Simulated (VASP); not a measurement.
# AlGaN2 (P-4m2) in VASP: further runs, part 2 of 2

VASP 6.6.1.

## 3. Single point, r2SCAN (strain +0.050 along x and y, -0.050 along z)

The input, POSCAR:

```
AlGaN2
1.0
    3.2954527410      0.0000000000      0.0000000000
    0.0000000000      3.2954527410      0.0000000000
    0.0000000000      0.0000000000      4.2012388912
Al Ga N
1 1 2
Direct
    0.5000000000      0.5000000000      0.5000000000
    0.0000000000      0.0000000000      0.0000000000
    0.5000000000      0.0000000000      0.7390831705
    0.0000000000      0.5000000000      0.2609168295
```

The input, INCAR.step1:

```
ALGO = Normal
EDIFF = 1E-4
ENCUT = 520
GGA = PE
ISMEAR = 0
LASPH = T
LCHARG = F
LREAL = F
LWAVE = T
NBANDS = 21
NELM = 100
PREC = Accurate
SIGMA = 0.05
```

The input, INCAR.step2:

```
ALGO = Normal
EDIFF = 1E-7
ENCUT = 520
ISIF = 2
ISMEAR = 0
ISTART = 1
LASPH = T
LCHARG = F
LMIXTAU = T
LREAL = F
LWAVE = F
METAGGA = R2SCAN
NBANDS = 21
NELM = 100
PREC = Accurate
SIGMA = 0.05
```

The input, KPOINTS:

```
k-points
0
Gamma
  8 8 6
```

Potentials or basis: VASP PAW PBE potentials, release 64 (Al, Ga_d, N).

Launch:

```sh
> cat potpaw_PBE.64/Al/POTCAR potpaw_PBE.64/Ga_d/POTCAR potpaw_PBE.64/N/POTCAR > POTCAR
> cp INCAR.step1 INCAR
> mpirun -np 1 vasp_std > vasp.out
> cp INCAR.step2 INCAR
> mpirun -np 1 vasp_std > vasp.out
```

OUTCAR:

```text
EDIFF = 1E-7
   ENCUT = 520
   ISIF = 2
   ISMEAR = 0
   ISTART = 1
   LASPH = T
   LREAL = F
   METAGGA = R2SCAN
   NELM = 100
   PREC = Accurate

 ion  position               nearest neighbor table
   1  0.500  0.500  0.500-   3 1.93   4 1.93   3 1.93   4 1.93   2 3.14   2 3.14   2 3.14   2 3.14
                             2 3.14   2 3.14   2 3.14   2 3.14
   2  0.000  0.000  0.000-   3 1.98   4 1.98   4 1.98   3 1.98   1 3.14   1 3.14   1 3.14   1 3.14
                             1 3.14   1 3.14   1 3.14   1 3.14
   3  0.500  0.000  0.739-   1 1.93   1 1.93   2 1.98   2 1.98
   4  0.000  0.500  0.261-   1 1.93   1 1.93   2 1.98   2 1.98

  LATTYP: Found a simple tetragonal cell.
 ALAT       =     3.2954527410
 C/A-ratio  =     1.2748593961

  Lattice vectors:

 A1 = (   3.2954527410,   0.0000000000,   0.0000000000)
 A2 = (   0.0000000000,   3.2954527410,   0.0000000000)
 A3 = (   0.0000000000,   0.0000000000,   4.2012388912)

Analysis of symmetry for initial positions (statically):
=====================================================================
 Subroutine PRICEL returns:
 Original cell was already a primitive cell.

 Routine SETGRP: Setting up the symmetry group for a
 simple tetragonal supercell.

 Subroutine GETGRP returns: Found  8 space group operations
 (whereof  8 operations were pure point group operations)
 out of a pool of 16 trial point group operations.

The static configuration has the point symmetry D_2d.

Analysis of symmetry for dynamics (positions and initial velocities):
=====================================================================
 Subroutine PRICEL returns:
 Original cell was already a primitive cell.

 Routine SETGRP: Setting up the symmetry group for a
 simple tetragonal supercell.

 Subroutine GETGRP returns: Found  8 space group operations
 (whereof  8 operations were pure point group operations)
 out of a pool of 16 trial point group operations.

The dynamic configuration has the point symmetry D_2d.

 Subroutine INISYM returns: Found  8 space group operations
 (whereof  8 operations are pure point group operations),
 and found     1 'primitive' translations

----------------------------------------------------------------------------------------

                                     Primitive cell

  volume of cell :      45.6255

  direct lattice vectors                    reciprocal lattice vectors
     3.295452741  0.000000000  0.000000000     0.303448442  0.000000000  0.000000000
     0.000000000  3.295452741  0.000000000     0.000000000  0.303448442  0.000000000
     0.000000000  0.000000000  4.201238891     0.000000000  0.000000000  0.238025027

  length of vectors
     3.295452741  3.295452741  4.201238891     0.303448442  0.303448442  0.238025027

  position of ions in fractional coordinates (direct lattice)
     0.500000000  0.500000000  0.500000000
     0.000000000  0.000000000  0.000000000
     0.500000000  0.000000000  0.739083171
     0.000000000  0.500000000  0.260916829

  ion indices of the primitive-cell ions
   primitive index   ion index
                 1           1
                 2           2
[... 25 lines left out ...]
 ===========================================

 Found     60 irreducible k-points:

 Following reciprocal coordinates:
            Coordinates               Weight
  0.000000  0.000000  0.000000      1.000000
  0.125000  0.000000  0.000000      4.000000
  0.250000  0.000000  0.000000      4.000000
  0.375000  0.000000  0.000000      4.000000
  0.500000  0.000000  0.000000      2.000000
  0.125000  0.125000  0.000000      4.000000
[... 16 lines left out ...]
  0.375000  0.125000  0.166667     16.000000
  0.500000  0.125000  0.166667      8.000000
 [... further k-points ...]
   k-points           NKPTS =     60   k-points in BZ     NKDIM =     60   number of bands    NBANDS=     21
   number of dos      NEDOS =    301   number of ions     NIONS =      4
   total plane-waves  NPLWV =  25088
   dimension x,y,z NGX =    28 NGY =   28 NGZ =   32
   dimension x,y,z NGXF=    56 NGYF=   56 NGZF=   64
   ions per type =               1   1   2
   NGX,Y,Z   is equivalent  to a cutoff of  14.13, 14.13, 12.66 a.u.
   NGXF,Y,Z  is equivalent  to a cutoff of  28.25, 28.25, 25.33 a.u.
 SYSTEM =  unknown system
   PREC   = accura    normal or accurate (medium, high low for compatibility)
   ISTART =      1    job   : 0-new  1-cont  2-samecut
   ICHARG =      0    charge: 1-file 2-atom 10-const
   ISPIN  =      1    spin polarized calculation?
   LNONCOLLINEAR =      F non collinear calculations
   LSORBIT =      F    spin-orbit coupling
   LASPH  =      T    aspherical Exc in radial PAW
   ENCUT  =  520.0 eV  38.22 Ry    6.18 a.u.   6.13  6.13  7.81*2*pi/ulx,y,z
   NELM   =    100;   NELMIN=  2; NELMDL=  0     # of ELM steps
   EDIFF  = 0.1E-06   stopping-criterion for ELM
   LREAL  =      F    real-space projection
   EDIFFG = 0.1E-05   stopping-criterion for IOM
   NSW    =      0    number of steps for IOM
   IBRION =     -1    ionic relax: 0-MD 1-quasi-New 2-CG
   NFREE  =      0    steps in history (QN), initial steepest desc. (CG)
   ISIF   =      2    stress and relaxation
   ISYM   =      2    0-nonsym 1-usesym 2-fastsym
   POTIM  = 0.5000    time-step for ionic-motion
   TEBEG  =    0.0;   TEEND  =   0.0 temperature during run
   PSTRESS=    0.0 pullay stress
   NELECT =      26.0000    total number of electrons
   NUPDOWN=      -1.0000    fix difference up-down
   EMIN   =  10.00;   EMAX   =-10.00  energy-range for DOS
   EFERMI =   0.00;   METHOD = LEGACY
   ISMEAR =     0;   SIGMA  =   0.05  broadening in eV -4-tet -1-fermi 0-gaus
   EFERMI_NEDOS =   21; number of points for ismear=-14 and -15
   IALGO  =     38    algorithm
   IMIX   =      4    mixing-type and parameters
     AMIX     =   0.40;   BMIX     =  1.00
     AMIX_MAG =   1.60;   BMIX_MAG =  1.00
  volume/ion in A,a.u.               =      11.41        76.97
  Fermi-wavevector in a.u.,A,eV,Ry     =   1.357261  2.564852 25.064080  1.842158
  Thomas-Fermi vector in A             =   2.484195
   LORBIT       =      0    0 simple, 1 ext, 2 COOP (PROOUT), +10 PAW based schemes
   METAGGA = R2SCAN    functional components
   LHFCALC =     F    Hartree Fock is set to
   AEXX    =    0.0000 exact exchange contribution
   IVDW    =     0    specifies the selected vdW correction
   LEPSILON=     F    determine dielectric tensor
   LRPA    =     F    only Hartree local field effects (RPA)
 non-spin polarized calculation
 Gauss-broadening in eV      SIGMA  =   0.05
  energy-cutoff  :      520.00
  volume of cell :       45.63
 maximum number of plane-waves:      1256
 NGX is ok and might be reduce to    28
   NGX = 13   NGY = 13   NGZ = 15

 number of electron      25.9999993 magnetization

 Free energy of the ion-electron system (eV)
  ---------------------------------------------------
  ext. energy  EPLUGINS =         0.00000000
  ---------------------------------------------------
  free energy    TOTEN  =       -40.90516254 eV

  energy without entropy =      -40.90516254  energy(sigma->0) =      -40.90516254

 E-fermi :   5.2838     XC(G=0): -11.8451

 val. band max:        5.0182966671   @ k =   0.0000   0.0000   0.0000
 cond. band min:       7.9432748757   @ k =   0.0000   0.0000   0.0000
 fundamental gap:      2.9249782087
 Fermi energy:         5.2837642214

 k-point     1 :       0.0000    0.0000    0.0000
  band No.  band energies     occupation
      1     -11.0051      2.00000
      2      -9.5652      2.00000
      3      -8.4265      2.00000
      4      -8.4265      2.00000
      5      -8.3618      2.00000
      6      -8.1984      2.00000
[... 565 lines left out ...]
     20      17.6871      0.00000
     21      17.8377      0.00000

 [... further k-points ...]

------------------------ aborting loop because EDIFF is reached ----------------------------------------

  FORCE on cell =-STRESS in cart. coord.  units (eV):
  Direction    XX          YY          ZZ          XY          YZ          ZX
  --------------------------------------------------------------------------------------
  -------------------------------------------------------------------------------------
  Total       -3.6548552     -3.6548552     -0.4327637      0.0000000      0.0000000      0.0000000
  in kB     -128.3432999   -128.3432999    -15.1968590      0.0000000      0.0000000      0.0000000
  external PRESSURE =     -90.6278196 kB  Pullay stress =       0.0000000 kB

 VOLUME and BASIS-vectors are now :
 -----------------------------------------------------------------------------
  energy-cutoff  :      520.00
  volume of cell :       45.63
      direct lattice vectors                 reciprocal lattice vectors
     3.295452741  0.000000000  0.000000000     0.303448442  0.000000000  0.000000000
     0.000000000  3.295452741  0.000000000     0.000000000  0.303448442  0.000000000
     0.000000000  0.000000000  4.201238891     0.000000000  0.000000000  0.238025027

 POSITION                                       TOTAL-FORCE (eV/Angst)
 -----------------------------------------------------------------------------------
      1.64773      1.64773      2.10062        -0.000000     -0.000000      0.000000
      0.00000      0.00000      0.00000         0.000000      0.000000      0.000000
      1.64773      0.00000      3.10506        -0.000000      0.000000     -0.221210
      0.00000      1.64773      1.09617         0.000000      0.000000      0.221210
 -----------------------------------------------------------------------------------
    total drift:                               -0.000000     -0.000000     -0.000000

  FREE ENERGIE OF THE ION-ELECTRON SYSTEM (eV)
  ---------------------------------------------------
  free  energy   TOTEN  =       -40.9051625402 eV

  energy  without entropy=      -40.9051625402  energy(sigma->0) =      -40.90516254
```

Run time: 98 s. Hardware: 1 thread of Intel Xeon 6975P-C (Granite Rapids), shared host; peak memory 0.2 GiB.

What came out:

```yaml
Free_energy: -40.9052 eV
Pressure: -9.1 GPa
Largest_force: 0.221 eV/Å
Band_gap_on_the_k_mesh: 2.92 eV
```

Forces on the atoms (eV/Å):
```
Al   0.000  0.000  0.000
Ga   0.000  0.000  0.000
N    0.000  0.000 -0.221
N    0.000  0.000  0.221
```

Levels at points of the mesh, in eV from the valence-band top:
```csv
k point,band 9,band 10,band 11,band 12,band 13,band 14,band 15,band 16,band 17,band 18
"(0.00, 0.00, 0.00)",-2.83,-2.83,-0.17,-0.17,0.00,2.92,3.73,6.92,11.68,11.78
"(0.50, 0.00, 0.00)",-4.30,-2.52,-2.38,-1.42,-1.13,7.01,7.40,7.91,8.18,11.64
"(0.50, 0.50, 0.00)",-5.23,-2.03,-1.99,-1.99,-1.92,3.98,3.98,7.31,9.64,12.65
"(0.00, 0.00, 0.50)",-2.33,-1.90,-1.90,-1.33,-1.33,5.77,5.99,7.84,8.96,12.42
"(0.50, 0.00, 0.50)",-6.06,-1.38,-0.94,-0.65,-0.24,5.20,6.60,9.71,9.89,9.98
"(0.50, 0.50, 0.50)",-4.46,-3.89,-3.29,-3.17,-3.17,7.27,7.27,9.15,10.94,11.96
```

Caveat: the cell differs from its parent crystal (strain +0.050 along x and y, -0.050 along z); the stress differs along the axes, from -13 to -2 GPa; the PAW data sets were made with another functional, which shifts forces and pressure a little.

## 4. Single point, r2SCAN (strain +0.000 along x and y, +0.050 along z)

The input, POSCAR:

```
AlGaN2
1.0
    3.1385264200      0.0000000000      0.0000000000
    0.0000000000      3.1385264200      0.0000000000
    0.0000000000      0.0000000000      4.6434745640
Al Ga N
1 1 2
Direct
    0.5000000000      0.5000000000      0.5000000000
    0.0000000000      0.0000000000      0.0000000000
    0.5000000000      0.0000000000      0.7390831705
    0.0000000000      0.5000000000      0.2609168295
```

The input, INCAR.step1:

```
SYSTEM = AlGaN2
ALGO     = Normal         ! electronic algorithm
EDIFF    = 1E-4           ! SCF threshold, eV
ENCUT    = 520            ! plane-wave cutoff, eV
GGA      = PE             ! functional
ISMEAR   = 0              ! smearing method
LASPH    = .TRUE.         ! aspherical terms in the spheres
LCHARG   = .FALSE.        ! write CHGCAR
LREAL    = .FALSE.        ! projectors in reciprocal space
LWAVE    = .TRUE.         ! write WAVECAR
NBANDS   = 21             ! bands
NELM     = 80             ! most SCF steps
PREC     = Accurate       ! precision mode
SIGMA    = 0.05           ! smearing width, eV
```

The input, INCAR.step2:

```
SYSTEM = AlGaN2
ALGO     = Normal         ! electronic algorithm
EDIFF    = 1E-6           ! SCF threshold, eV
ENCUT    = 520            ! plane-wave cutoff, eV
ISIF     = 2              ! what is computed and relaxed
ISMEAR   = 0              ! smearing method
ISTART   = 1            
LASPH    = .TRUE.         ! aspherical terms in the spheres
LCHARG   = .FALSE.        ! write CHGCAR
LMIXTAU  = .TRUE.       
LREAL    = .FALSE.        ! projectors in reciprocal space
LWAVE    = .FALSE.        ! write WAVECAR
METAGGA  = R2SCAN         ! meta-GGA
NBANDS   = 21             ! bands
NELM     = 80             ! most SCF steps
PREC     = Accurate       ! precision mode
SIGMA    = 0.05           ! smearing width, eV
```

The input, KPOINTS:

```
k-points
0
G
  8 8 6
  0 0 0
```

Launch:

```sh
> cat potpaw_PBE.64/Al/POTCAR potpaw_PBE.64/Ga_d/POTCAR potpaw_PBE.64/N/POTCAR > POTCAR
> cp INCAR.step1 INCAR
> mpirun -np 1 vasp_std > vasp.out
> cp INCAR.step2 INCAR
> mpirun -np 1 vasp_std > vasp.out
```

Wall time 65 s (1 thread of Intel Xeon 6975P-C (Granite Rapids), shared host); peak memory 0.19 GiB.

The run converged. Its results:

```yaml
Free_energy: -40.9840 eV
Pressure: -8.8 GPa
Largest_force: 0.013 eV/Å
Band_gap_on_the_k_mesh: 2.92 eV
```

Forces in eV/Å, atoms in the order of the input:
```
Al   0.000  0.000  0.000
Ga   0.000  0.000  0.000
N    0.000  0.000 -0.013
N    0.000  0.000  0.013
```

Stress tensor (GPa, compression positive):
```
 -6.28   0.00   0.00
  0.00  -6.28   0.00
  0.00   0.00 -13.77
```

Levels at points of the mesh, in eV from the valence-band top:
```csv
k point,band 9,band 10,band 11,band 12,band 13,band 14,band 15,band 16,band 17,band 18
"(0.00, 0.00, 0.00)",-2.10,-2.10,-0.41,0.00,0.00,2.92,4.14,8.53,11.59,11.59
"(0.50, 0.00, 0.00)",-4.55,-3.09,-3.09,-0.88,-0.49,7.31,7.60,8.83,9.05,10.16
"(0.50, 0.50, 0.00)",-4.82,-2.43,-2.40,-2.40,-2.39,3.66,3.66,6.33,9.03,13.23
"(0.00, 0.00, 0.50)",-2.84,-1.43,-1.43,-0.86,-0.86,5.51,5.53,8.22,10.03,11.52
"(0.50, 0.00, 0.50)",-6.09,-1.09,-0.90,-0.86,-0.40,5.26,6.76,9.70,9.95,10.54
"(0.50, 0.50, 0.50)",-4.32,-3.84,-3.25,-3.13,-3.13,6.32,6.32,8.85,10.64,10.64
```

Caveat: the cell differs from its parent crystal (strain +0.000 along x and y, +0.050 along z); the stress differs along the axes, from -14 to -6 GPa; the PAW data sets were made with another functional, which shifts forces and pressure a little.

## 5. Single point, r2SCAN (strain +0.025 along x and y, +0.000 along z)

The input, POSCAR:

```
AlGaN2
1.0
    3.2169895805      0.0000000000      0.0000000000
    0.0000000000      3.2169895805      0.0000000000
    0.0000000000      0.0000000000      4.4223567276
Al Ga N
1 1 2
Direct
    0.5000000000      0.5000000000      0.5000000000
    0.0000000000      0.0000000000      0.0000000000
    0.5000000000      0.0000000000      0.7390831705
    0.0000000000      0.5000000000      0.2609168295
```

The input, INCAR.step1:

```
SYSTEM = AlGaN2
PREC = Accurate ; ENCUT = 520
ISMEAR = 0 ; SIGMA = 0.05
LREAL = .False. ; LASPH = .True.
NELM = 100 ; NBANDS = 21
GGA = PE ; ALGO = Normal
EDIFF = 1E-4 ; LWAVE = .True.
LCHARG = .False.
```

The input, INCAR.step2:

```
SYSTEM = AlGaN2
PREC = Accurate ; ENCUT = 520
EDIFF = 1E-7 ; ISMEAR = 0
SIGMA = 0.05 ; LREAL = .False.
LASPH = .True. ; NELM = 100
ALGO = Normal ; ISIF = 2
LWAVE = .False. ; LCHARG = .True.
METAGGA = R2SCAN ; LMIXTAU = .True.
LELF = .True. ; LVHAR = .True.
NBANDS = 21 ; ISTART = 1
```

The input, KPOINTS:

```
regular mesh
0
Gamma
  8 8 6
  0 0 0
```

Launch:

```sh
> cat potpaw_PBE.64/Al/POTCAR potpaw_PBE.64/Ga_d/POTCAR potpaw_PBE.64/N/POTCAR > POTCAR
> cp INCAR.step1 INCAR
> mpirun -np 1 vasp_std > vasp.out
> cp INCAR.step2 INCAR
> mpirun -np 1 vasp_std > vasp.out
```

Wall time 64 s (1 thread of Intel Xeon 6975P-C (Granite Rapids), shared host); peak memory 0.2 GiB.

Results (log left out):

* Free energy: -41.0064 eV
* Pressure: -8.9 GPa
* Largest force: 0.114 eV/Å
* Band gap on the k mesh: 3.03 eV

Forces on the atoms (eV/Å):
```
Al   0.000  0.000  0.000
Ga   0.000  0.000  0.000
N    0.000  0.000 -0.114
N    0.000  0.000  0.114
```

Stress tensor (GPa, compression positive):
```
-10.05   0.00   0.00
  0.00 -10.05   0.00
  0.00   0.00  -6.63
```

Levels at points of the mesh, in eV from the valence-band top:
| k point | band 11 | band 12 | band 13 | band 14 | band 15 | band 16 |
| --- | --- | --- | --- | --- | --- | --- |
| (0.00, 0.00, 0.00) | -0.09 | 0.00 | 0.00 | 3.03 | 3.98 | 7.83 |
| (0.50, 0.00, 0.00) | -2.64 | -1.06 | -0.71 | 7.31 | 7.64 | 8.39 |
| (0.50, 0.50, 0.00) | -2.11 | -2.11 | -2.08 | 3.89 | 3.89 | 6.89 |
| (0.00, 0.00, 0.50) | -1.59 | -1.00 | -1.00 | 5.67 | 5.82 | 8.26 |
| (0.50, 0.00, 0.50) | -0.76 | -0.59 | -0.45 | 5.45 | 6.93 | 9.75 |
| (0.50, 0.50, 0.50) | -3.17 | -3.04 | -3.04 | 6.84 | 6.84 | 9.15 |

Caveat: the cell differs from its parent crystal (strain +0.025 along x and y, +0.000 along z); the cell stands under tension; the PAW data sets were made with another functional, which shifts forces and pressure a little.

## 6. Overview

| cell | gap on the mesh (eV) | pressure (GPa) | largest force (eV/Å) |
| --- | --- | --- | --- |
| a = 3.217, b = 3.217, c = 4.312 Å, 4 atoms | 3.24 | -4.6 | 0.16 |
| a = 3.295, b = 3.295, c = 4.201 Å, 4 atoms | 2.92 | -9.1 | 0.22 |
| a = 3.139, b = 3.139, c = 4.643 Å, 4 atoms | 2.92 | -8.8 | 0.01 |
| a = 3.217, b = 3.217, c = 4.422 Å, 4 atoms | 3.03 | -8.9 | 0.11 |

Alike in all rows: task single point; level r2SCAN; potentials or basis VASP PAW PBE potentials, release 64 (Al, Ga_d, N); no spin polarisation; k mesh 8 × 8 × 6; cutoff (eV) 520; smearing gaussian 0.05 eV.

Caveats: the PAW data sets were made with another functional, which shifts forces and pressure a little; the stress differs along the axes, from -7 to -0 GPa (at least some runs); the stress differs along the axes, from -13 to -2 GPa (at least some runs); the stress differs along the axes, from -14 to -6 GPa (at least some runs); the cell stands under tension (at least some runs).

Total energies depend on the potentials used, so only differences within one code and one set of settings carry meaning.
